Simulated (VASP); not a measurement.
CdB6Ir, 8 atoms in the cell. It takes space group Fm-3m (No. 225, cubic). The conventional cell has a = 7.668 Å, b = 7.668 Å, c = 7.668 Å, α = 90.00°, β = 90.00°, γ = 90.00°. Within 2.6 Å of Cd (site symmetry m-3m) lie 6 B at 1.96 Å. B (site symmetry 4mm) has 1 Ir at 1.88 Å and 1 Cd at 1.96 Å within 2.5 Å. Ir (site symmetry m-3m) has 6 B at 1.88 Å within 2.5 Å. 

| Item | Value |
| --- | --- |
| Program | VASP 6.6.1 |
| Task | single point |
| Functional | PBE |
| Potentials or basis | VASP PAW PBE potentials, release 64 (Cd, B, Ir) |
| Cutoff | 520 eV |
| k mesh | 4 × 4 × 4 |
| Occupations | gaussian, width 0.1 eV |
| Spin | no spin polarisation |
| Dipole correction | no |
| Further INCAR settings | ALGO = Normal; EDIFF = 1e-07; NBANDS = 30 |

Potentials or basis: VASP PAW PBE potentials, release 64 (Cd, B, Ir).

Command:

```sh
$ cat potpaw_PBE.64/Cd/POTCAR potpaw_PBE.64/B/POTCAR potpaw_PBE.64/Ir/POTCAR > POTCAR
$ mpirun -np 1 vasp_std > vasp.out
```

Hardware: 1 thread of Intel Xeon 6975P-C, with other jobs on the host.

**Question.** How long does it take, and how much memory?

**Answer.** Wall time 78 s on 1 thread of Intel Xeon 6975P-C (shared host), peak memory 0.26 GiB. Counts: scf iterations 17, k points 8.
